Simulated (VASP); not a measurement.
# AlN (aluminium nitride) (P6_3mc) in VASP: further runs

AlN (aluminium nitride) is run at these levels: r2SCAN; tasks: single point, relaxation of cell and atoms.

Everything below comes from runs of VASP 6.6.1. Logs are shortened: lines on timing, memory, paths and dates and some standing lists are left out, and cuts for length are marked.

**1. The cell of the first run**

Symmetry: P6_3mc, No. 186, hexagonal system. The conventional cell has a = 3.107 Å, b = 3.107 Å, c = 4.979 Å, α = 90.00°, β = 90.00°, γ = 120.00°. Within 2.5 Å of Al (site symmetry 3m) lie 4 N at 1.89 to 1.90 Å. Within 2.5 Å of N (site symmetry 3m) lie 4 Al at 1.89 to 1.90 Å.

**2. Single point, r2SCAN**

POSCAR

```
AlN
1.0
    3.1066172077      0.0000000000      0.0000000000
   -1.5533086039      2.6904094217      0.0000000000
    0.0000000000      0.0000000000      4.9785390056
Al N
2 2
Direct
    0.3333333333      0.6666666667      0.0001106279
    0.6666666667      0.3333333333      0.5001106279
    0.3333333333      0.6666666667      0.3816893721
    0.6666666667      0.3333333333      0.8816893721
```

INCAR.step1

```
SYSTEM = AlN
ALGO = Normal ; EDIFF = 1E-4
ENCUT = 520 ; GGA = PE
ISMEAR = 0 ; LASPH = .TRUE.
LCHARG = .FALSE. ; LREAL = .FALSE.
LWAVE = .TRUE. ; NBANDS = 16
NELM = 100 ; PREC = Accurate
SIGMA = 0.01
```

INCAR.step2

```
SYSTEM = AlN
ALGO = Normal ; EDIFF = 1E-6
ENCUT = 520 ; ISIF = 2
ISMEAR = 0 ; ISTART = 1
LASPH = .TRUE. ; LCHARG = .FALSE.
LMIXTAU = .TRUE. ; LREAL = .FALSE.
LWAVE = .FALSE. ; METAGGA = R2SCAN
NBANDS = 16 ; NELM = 100
PREC = Accurate ; SIGMA = 0.01
```

KPOINTS

```
k-points
0
G
  10 10 6
  0 0 0
```

Potentials or basis: VASP PAW PBE potentials, release 64 (Al, N).

Command:

```console
$ cat potpaw_PBE.64/Al/POTCAR potpaw_PBE.64/N/POTCAR > POTCAR
$ cp INCAR.step1 INCAR
$ mpirun -np 1 vasp_std > vasp.out
$ cp INCAR.step2 INCAR
$ mpirun -np 1 vasp_std > vasp.out
```

OUTCAR:

```text
SYSTEM = AlN
   EDIFF = 1E-6
   ENCUT = 520
   ISIF = 2
   ISMEAR = 0
   ISTART = 1
   LASPH = .TRUE.
   LREAL = .FALSE.
   METAGGA = R2SCAN
   NELM = 100
   PREC = Accurate

 ion  position               nearest neighbor table
   1  0.333  0.667  0.000-   4 1.89   4 1.89   4 1.89   3 1.90   2 3.07   2 3.07   2 3.07   2 3.07
                             2 3.07   2 3.07
   2  0.667  0.333  0.500-   3 1.89   3 1.89   3 1.89   4 1.90   1 3.07   1 3.07   1 3.07   1 3.07
                             1 3.07   1 3.07
   3  0.333  0.667  0.382-   2 1.89   2 1.89   2 1.89   1 1.90
   4  0.667  0.333  0.882-   1 1.89   1 1.89   1 1.89   2 1.90

  LATTYP: Found a hexagonal cell.
 ALAT       =     3.1066172077
 C/A-ratio  =     1.6025595279

  Lattice vectors:

 A1 = (   3.1066172077,   0.0000000000,   0.0000000000)
 A2 = (  -1.5533086039,   2.6904094217,   0.0000000000)
 A3 = (   0.0000000000,   0.0000000000,   4.9785390056)

Analysis of symmetry for initial positions (statically):
=====================================================================
 Subroutine PRICEL returns:
 Original cell was already a primitive cell.

 Routine SETGRP: Setting up the symmetry group for a
 hexagonal supercell.

 Subroutine GETGRP returns: Found 12 space group operations
 (whereof  6 operations were pure point group operations)
 out of a pool of 24 trial point group operations.

The static configuration has the point symmetry C_3v.
 The point group associated with its full space group is C_6v.

Analysis of symmetry for dynamics (positions and initial velocities):
=====================================================================
 Subroutine PRICEL returns:
 Original cell was already a primitive cell.

 Routine SETGRP: Setting up the symmetry group for a
 hexagonal supercell.

 Subroutine GETGRP returns: Found 12 space group operations
 (whereof  6 operations were pure point group operations)
 out of a pool of 24 trial point group operations.

The dynamic configuration has the point symmetry C_3v.
 The point group associated with its full space group is C_6v.

 Subroutine INISYM returns: Found 12 space group operations
 (whereof  6 operations are pure point group operations),
 and found     1 'primitive' translations

----------------------------------------------------------------------------------------

                                     Primitive cell

  volume of cell :      41.6110

  direct lattice vectors                    reciprocal lattice vectors
     3.106617208  0.000000000  0.000000000     0.321893537  0.185845320  0.000000000
    -1.553308604  2.690409422  0.000000000     0.000000000  0.371690640  0.000000000
     0.000000000  0.000000000  4.978539006     0.000000000  0.000000000  0.200862140

  length of vectors
     3.106617208  3.106617208  4.978539006     0.371690640  0.371690640  0.200862140

  position of ions in fractional coordinates (direct lattice)
     0.333333333  0.666666667  0.000110628
     0.666666667  0.333333333  0.500110628
     0.333333333  0.666666667  0.381689372
     0.666666667  0.333333333  0.881689372

  ion indices of the primitive-cell ions
   primitive index   ion index
                 1           1
                 2           2
                 3           3
                 4           4

----------------------------------------------------------------------------------------

 KPOINTS: k-points

Automatic generation of k-mesh.
 Grid dimensions read from file:
 generate k-points for:   10   10    6

 Generating k-lattice:

  Cartesian coordinates                     Fractional coordinates (reciprocal lattice)
     0.032189354  0.018584532  0.000000000     0.100000000  0.000000000  0.000000000
     0.000000000  0.037169064  0.000000000     0.000000000  0.100000000  0.000000000
     0.000000000  0.000000000  0.033477023     0.000000000  0.000000000  0.166666667

  Length of vectors
     0.037169064  0.037169064  0.033477023

  Shift w.r.t. Gamma in fractional coordinates (k-lattice)
     0.000000000  0.000000000  0.000000000

 Subroutine IBZKPT returns following result:
 ===========================================

 Found     56 irreducible k-points:

 Following reciprocal coordinates:
            Coordinates               Weight
  0.000000  0.000000  0.000000      1.000000
  0.100000 -0.000000  0.000000      6.000000
  0.200000 -0.000000  0.000000      6.000000
  0.300000 -0.000000  0.000000      6.000000
  0.400000 -0.000000  0.000000      6.000000
  0.500000 -0.000000  0.000000      3.000000
[... 16 lines left out ...]
  0.300000  0.100000  0.166667     24.000000
  0.400000  0.100000  0.166667     24.000000
 [... further k-points ...]
   k-points           NKPTS =     56   k-points in BZ     NKDIM =     56   number of bands    NBANDS=     16
   number of dos      NEDOS =    301   number of ions     NIONS =      4
   total plane-waves  NPLWV =  23040
   dimension x,y,z NGX =    24 NGY =   24 NGZ =   40
   dimension x,y,z NGXF=    48 NGYF=   48 NGZF=   80
   ions per type =               2   2
   NGX,Y,Z   is equivalent  to a cutoff of  12.84, 12.84, 13.36 a.u.
   NGXF,Y,Z  is equivalent  to a cutoff of  25.69, 25.69, 26.71 a.u.
 SYSTEM =  AlN
   PREC   = accura    normal or accurate (medium, high low for compatibility)
   ISTART =      1    job   : 0-new  1-cont  2-samecut
   ICHARG =      0    charge: 1-file 2-atom 10-const
   ISPIN  =      1    spin polarized calculation?
   LNONCOLLINEAR =      F non collinear calculations
   LSORBIT =      F    spin-orbit coupling
   LASPH  =      T    aspherical Exc in radial PAW
   ENCUT  =  520.0 eV  38.22 Ry    6.18 a.u.   5.78  5.78  9.26*2*pi/ulx,y,z
   NELM   =    100;   NELMIN=  2; NELMDL=  0     # of ELM steps
   EDIFF  = 0.1E-05   stopping-criterion for ELM
   LREAL  =      F    real-space projection
   EDIFFG = 0.1E-04   stopping-criterion for IOM
   NSW    =      0    number of steps for IOM
   IBRION =     -1    ionic relax: 0-MD 1-quasi-New 2-CG
   NFREE  =      0    steps in history (QN), initial steepest desc. (CG)
   ISIF   =      2    stress and relaxation
   ISYM   =      2    0-nonsym 1-usesym 2-fastsym
   POTIM  = 0.5000    time-step for ionic-motion
   TEBEG  =    0.0;   TEEND  =   0.0 temperature during run
   PSTRESS=    0.0 pullay stress
   NELECT =      16.0000    total number of electrons
   NUPDOWN=      -1.0000    fix difference up-down
   EMIN   =  10.00;   EMAX   =-10.00  energy-range for DOS
   EFERMI =   0.00;   METHOD = LEGACY
   ISMEAR =     0;   SIGMA  =   0.01  broadening in eV -4-tet -1-fermi 0-gaus
   EFERMI_NEDOS =   21; number of points for ismear=-14 and -15
   IALGO  =     38    algorithm
   IMIX   =      4    mixing-type and parameters
     AMIX     =   0.40;   BMIX     =  1.00
     AMIX_MAG =   1.60;   BMIX_MAG =  1.00
  volume/ion in A,a.u.               =      10.40        70.20
  Fermi-wavevector in a.u.,A,eV,Ry     =   1.190453  2.249629 19.281873  1.417178
  Thomas-Fermi vector in A             =   2.326537
   LORBIT       =      0    0 simple, 1 ext, 2 COOP (PROOUT), +10 PAW based schemes
   METAGGA = R2SCAN    functional components
   LHFCALC =     F    Hartree Fock is set to
   AEXX    =    0.0000 exact exchange contribution
   IVDW    =     0    specifies the selected vdW correction
   LEPSILON=     F    determine dielectric tensor
   LRPA    =     F    only Hartree local field effects (RPA)
 non-spin polarized calculation
 Gauss-broadening in eV      SIGMA  =   0.01
  energy-cutoff  :      520.00
  volume of cell :       41.61
 maximum number of plane-waves:      1132
 NGX is ok and might be reduce to    24
   NGX = 11   NGY = 11   NGZ = 19

 number of electron      15.9999996 magnetization

 Free energy of the ion-electron system (eV)
  ---------------------------------------------------
  ext. energy  EPLUGINS =         0.00000000
  ---------------------------------------------------
  free energy    TOTEN  =       -38.45635944 eV

  energy without entropy =      -38.45635944  energy(sigma->0) =      -38.45635944

 E-fermi :   6.0402     XC(G=0): -11.4169

 val. band max:        5.9178486956   @ k =   0.0000   0.0000   0.0000
 cond. band min:      10.8392234502   @ k =   0.0000   0.0000   0.0000
 fundamental gap:      4.9213747546
 Fermi energy:         6.0402477628

 k-point     1 :       0.0000    0.0000    0.0000
  band No.  band energies     occupation
      1     -10.0623      2.00000
      2      -7.9404      2.00000
      3      -0.1514      2.00000
      4       5.0343      2.00000
      5       5.0343      2.00000
      6       5.6950      2.00000
[... 8 lines left out ...]
     15      20.0431      0.00000
     16      20.0431      0.00000

 k-point     2 :       0.1000   -0.0000    0.0000
  band No.  band energies     occupation
      1      -9.9342      2.00000
      2      -7.8690      2.00000
      3       0.0035      2.00000
      4       4.4574      2.00000
      5       4.8679      2.00000
      6       5.1377      2.00000
[... 8 lines left out ...]
     15      20.0034      0.00000
     16      20.0643      0.00000

 k-point     3 :       0.2000   -0.0000    0.0000
  band No.  band energies     occupation
      1      -9.5674      2.00000
      2      -7.6838      2.00000
      3       0.4557      2.00000
      4       3.1418      2.00000
      5       4.0188      2.00000
      6       4.5059      2.00000
[... 8 lines left out ...]
     15      19.1824      0.00000
     16      19.5345      0.00000

 k-point     4 :       0.3000   -0.0000    0.0000
  band No.  band energies     occupation
      1      -9.0227      2.00000
      2      -7.4759      2.00000
      3       1.1602      2.00000
      4       1.7658      2.00000
      5       2.8804      2.00000
      6       4.1361      2.00000
[... 8 lines left out ...]
     15      19.0400      0.00000
     16      20.9487      0.00000
[... 324 lines left out ...]
 k-point    22 :       0.2000    0.1000    0.1667
  band No.  band energies     occupation
      1      -9.1361      2.00000
      2      -7.6834      2.00000
      3       0.9984      2.00000
      4       2.5779      2.00000
      5       3.0460      2.00000
      6       4.2404      2.00000
[... 8 lines left out ...]
     15      19.3801      0.00000
     16      20.6801      0.00000

 k-point    23 :       0.3000    0.1000    0.1667
  band No.  band energies     occupation
      1      -8.5745      2.00000
      2      -7.4832      2.00000
      3       0.9593      2.00000
      4       1.8091      2.00000
      5       2.5731      2.00000
      6       3.7622      2.00000
[... 8 lines left out ...]
     15      19.3670      0.00000
     16      21.4673      0.00000

 k-point    24 :       0.4000    0.1000    0.1667
  band No.  band energies     occupation
      1      -8.0935      2.00000
      2      -7.4426      2.00000
      3       0.4457      2.00000
      4       1.4683      2.00000
      5       2.8111      2.00000
      6       3.5952      2.00000
[... 8 lines left out ...]
     15      19.5665      0.00000
     16      22.0152      0.00000

 [... further k-points ...]
[... 5 lines left out ...]
  --------------------------------------------------------------------------------------
  -------------------------------------------------------------------------------------
  Total       -0.1003045     -0.1003045     -0.0940785      0.0000000     -0.0000000      0.0000000
  in kB       -3.8620935     -3.8620935     -3.6223722      0.0000000     -0.0000000      0.0000000
  external PRESSURE =      -3.7821864 kB  Pullay stress =       0.0000000 kB

 VOLUME and BASIS-vectors are now :
 -----------------------------------------------------------------------------
  energy-cutoff  :      520.00
  volume of cell :       41.61
      direct lattice vectors                 reciprocal lattice vectors
     3.106617208  0.000000000  0.000000000     0.321893537  0.185845320  0.000000000
    -1.553308604  2.690409422  0.000000000     0.000000000  0.371690640  0.000000000
     0.000000000  0.000000000  4.978539006     0.000000000  0.000000000  0.200862140

 POSITION                                       TOTAL-FORCE (eV/Angst)
 -----------------------------------------------------------------------------------
     -0.00000      1.79361      0.00055        -0.000000      0.000000     -0.003391
      1.55331      0.89680      2.48982         0.000000     -0.000000     -0.003391
     -0.00000      1.79361      1.90026         0.000000     -0.000000      0.003391
      1.55331      0.89680      4.38952         0.000000     -0.000000      0.003391
 -----------------------------------------------------------------------------------
    total drift:                               -0.000000     -0.000000     -0.019835

  FREE ENERGIE OF THE ION-ELECTRON SYSTEM (eV)
  ---------------------------------------------------
  free  energy   TOTEN  =       -38.4563594388 eV

  energy  without entropy=      -38.4563594388  energy(sigma->0) =      -38.45635944
```

It took 95 s on 1 thread of AMD EPYC 9R14 (Zen 4), shared host; peak memory 0.15 GiB.

Results:

* Free energy: -38.4564 eV
* Pressure: -0.4 GPa
* Largest force: 0.003 eV/Å
* Band gap on the k mesh: 4.92 eV, direct

Forces on the atoms (eV/Å):
```
Al   0.000  0.000 -0.003
Al   0.000  0.000 -0.003
N    0.000  0.000  0.003
N    0.000  0.000  0.003
```

Levels at points of the mesh, in eV from the valence-band top:
```tsv
k point	band 4	band 5	band 6	band 7	band 8	band 9	band 10	band 11	band 12	band 13
(0.00, 0.00, 0.00)	-0.88	-0.88	-0.22	-0.22	0.00	4.92	7.54	11.62	12.05	12.05
(0.50, 0.00, 0.00)	-4.22	-3.39	-2.14	-1.77	-0.71	6.45	6.56	9.05	11.26	11.72
(0.00, 0.00, 0.50)	-3.37	-0.56	-0.56	-0.56	-0.56	7.26	7.26	11.32	11.32	12.36
(0.50, 0.00, 0.50)	-5.66	-1.50	-1.50	-1.39	-1.39	6.00	6.00	10.15	10.15	12.94
```

Caveat: the PAW data sets were made with another functional, which shifts forces and pressure a little. A k mesh can miss the band edges.

[end of part 1 of 2]
